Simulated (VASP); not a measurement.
**SnO2: single point with PBE**

SnO2:

```xyz
24
Lattice="0.0000 5.0669 5.0669 5.0669 0.0000 5.0669 5.0669 5.0669 0.0000" Properties=species:S:1:pos:R:3 pbc="T T T"
Sn    0.1504   -0.0422    0.0585
Sn    2.4963    2.5985   -0.0854
Sn    2.5094    0.0579    2.5281
Sn    5.0512    2.4808    2.6230
Sn   -0.0199    2.5772    2.5993
Sn    2.4131    5.0835    2.4276
Sn    2.7084    2.4401    5.1638
Sn    4.9023    5.0469    5.0394
O     1.3409    1.6309    1.3964
O     3.4681    3.6947    3.8733
O     3.8490    3.7486    1.4490
O     6.6054    6.3703    3.9574
O     4.0505    1.1083    3.6970
O     6.6042    4.2551    5.9972
O     6.1095    3.8767    3.5707
O     8.8838    6.1494    6.1839
O     0.9239    3.7868    3.7591
O     3.6771    6.2012    6.2173
O     3.9326    6.2042    3.5033
O     6.5669    9.1839    6.1837
O     4.0990    3.6387    6.2744
O     6.5451    6.2343    9.1066
O     6.2977    6.5442    6.4729
O     8.5370    8.6301    8.7861
```

```json
{
  "Program": "VASP 6.6.1",
  "Task": "single point",
  "Functional": "PBE",
  "Potentials or basis": "VASP PAW PBE potentials, release 64 (Sn_d, O)",
  "Cutoff": "520 eV",
  "k mesh": "2 × 2 × 2",
  "Occupations": "fermi-dirac, width 0.112 eV",
  "Spin": "no spin polarisation"
}
```

```yaml
Pressure: 18.3 GPa
Largest_force: 4.083 eV/Å
Band_gap_on_the_k_mesh: 0.82 eV, indirect (least direct gap 0.84 eV)
```

Forces in eV/Å, atoms in the order of the input:
```
Sn  -2.234  1.403  0.058
Sn  -0.969 -0.714  3.902
Sn   0.094  0.787  1.203
Sn  -1.263  0.803 -1.014
Sn   0.069 -2.270 -0.412
Sn   2.194  0.223  2.372
Sn  -1.703 -0.185  0.343
Sn   1.501  0.459 -1.879
O   -1.142  0.194  0.701
O    0.631  1.108 -0.563
O    1.583 -1.277 -1.187
O   -1.025 -0.792 -0.261
O    0.003 -0.609 -0.290
O   -1.247 -1.732 -1.551
O   -0.971 -0.074  1.011
O   -0.260  0.375 -0.236
O    1.091  0.857 -0.777
O    0.659  0.257 -0.862
O    0.827 -0.702  1.352
O    1.501 -1.635  0.063
O   -0.608  0.018  0.684
O   -0.213 -0.229 -1.209
O   -0.046  1.196  0.509
O    1.529  2.536 -1.955
```

Stress tensor (GPa, compression positive):
```
18.32  3.23  0.96
 3.23 17.24  0.01
 0.96  0.01 19.47
```

Levels at points of the mesh, in eV from the valence-band top:
```csv
k point,band 100,band 101,band 102,band 103,band 104,band 105,band 106,band 107,band 108,band 109
"(0.00, 0.00, 0.00)",-0.19,-0.16,-0.10,-0.05,-0.02,0.82,4.14,4.67,4.85,4.93
"(0.50, 0.00, 0.00)",-0.47,-0.42,-0.36,-0.32,-0.24,3.45,3.63,4.64,4.72,4.82
"(0.00, 0.50, 0.00)",-0.52,-0.47,-0.42,-0.30,-0.26,3.51,3.63,4.44,4.67,5.08
"(0.00, 0.00, 0.50)",-0.55,-0.44,-0.40,-0.34,-0.33,3.54,3.67,4.64,4.76,4.84
"(0.50, 0.50, 0.50)",-0.50,-0.43,-0.37,-0.35,-0.26,3.50,3.58,4.49,4.72,4.93
"(0.50, 0.50, 0.00)",-0.26,-0.23,-0.16,-0.13,-0.11,3.68,3.71,4.47,4.60,4.91
"(0.00, 0.50, 0.50)",-0.29,-0.22,-0.18,-0.09,-0.04,3.42,3.77,4.40,4.68,4.85
"(0.50, 0.00, 0.50)",-0.30,-0.21,-0.17,-0.13,0.00,3.34,4.00,4.61,4.73,4.90
```

Wall time 11 min on 1 thread of Intel(R) Xeon(R) Platinum 8259CL CPU @ 2.50GHz (Skylake/Cascade Lake) (shared host), peak memory 0.47 GiB.

Caveat: the k points lie up to 0.54 Å⁻¹ apart; spin-orbit coupling is left out, which moves the levels of the heavy elements; forces of over 1 eV/Å act on the atoms, so gaps and moduli don't describe the material at rest. A k mesh can miss the band edges.
